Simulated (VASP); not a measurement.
MoS2:

```
CELL_PARAMETERS angstrom
3.10596 0.00000 0.00000
-1.55298 2.68984 0.00000
0.00000 0.00000 6.67042
ATOMIC_POSITIONS crystal
Mo 0.00000 0.00000 0.00000
S 0.33333 0.66667 0.23615
S 0.33333 0.66667 0.76385
```

This cell differs from its parent crystal: strain -2.0%.

Base run:

* Program: VASP 6.6.1
* Functional: PBE
* Potentials or basis: VASP PAW PBE potentials, release 64 (Mo_sv, S)
* Cutoff: 520 eV
* k mesh: 12 × 12 × 4
* Occupations: fermi-dirac, width 0.02 eV
* Spin: no spin polarisation

Its results: band gap on the k mesh 1.30 eV (least direct gap 1.92 eV); pressure 6.5 GPa; largest force 0.137 eV/Å.

Question: The run is repeated on the same cell with these changes: functional from PBE to r2SCAN; occupations from fermi-dirac, width 0.02 eV to gaussian, width 0.01 eV. What comes out?

Answer: Band gap on the k mesh 1.41 eV (least direct gap 2.05 eV); pressure 5.7 GPa; largest force 0.041 eV/Å.

Caveats: the cell stands under pressure (at least some runs); this functional lacks dispersion, which binds layers or chains, so the pressure and a relaxed spacing across them are unreliable (at least some runs); the stress differs along the axes, from 2 to 7 GPa (at least some runs); the PAW data sets were made with another functional, which shifts forces and pressure a little (at least some runs).

A k mesh can miss the band edges.
